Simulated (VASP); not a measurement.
Input of a VASP 6.6.1 run:

File POSCAR:

```
Al
1.0
    2.7217600000      0.0000000000      0.0000000000
    0.0000000000      2.7217600000      0.0000000000
    0.0000000000      0.0000000000      2.7217600000
Al
1
Direct
    0.0000000000      0.0000000000      0.0000000000
```

File INCAR.step1:

```
  ALGO = Normal
  EDIFF = 1E-5
  ENCUT = 520
  GGA = PE
  ISIF = 2
  ISMEAR = -1
  LASPH = True
  LCHARG = False
  LREAL = False
  LWAVE = True
  NBANDS = 8
  NELM = 80
  PREC = Accurate
  SIGMA = 0.05
```

The input INCAR.step2:

```
  AEXX = 0.1
  ALGO = Normal
  EDIFF = 1E-7
  ENCUT = 520
  ISIF = 2
  ISMEAR = -1
  ISTART = 1
  LASPH = True
  LCHARG = False
  LHFCALC = True
  LMIXTAU = True
  LREAL = False
  LWAVE = False
  METAGGA = R2SCAN
  NBANDS = 8
  NELM = 80
  PREC = Accurate
  PRECFOCK = Normal
  SIGMA = 0.05
```

File KPOINTS:

```
k-points
0
Gamma
  5 5 5
```

Potentials or basis: VASP PAW PBE potentials, release 64 (Al).

Command:

```sh
$ cat potpaw_PBE.64/Al/POTCAR > POTCAR
$ cp INCAR.step1 INCAR
$ mpirun -np 1 vasp_std > vasp.out
$ cp INCAR.step2 INCAR
$ mpirun -np 1 vasp_std > vasp.out
```

(1) Estimate the pressure.

Answers

(1) -1.5 GPa.

Caveat: the k points lie up to 0.46 Å⁻¹ apart; the PAW data sets were made with another functional, which shifts forces and pressure a little.
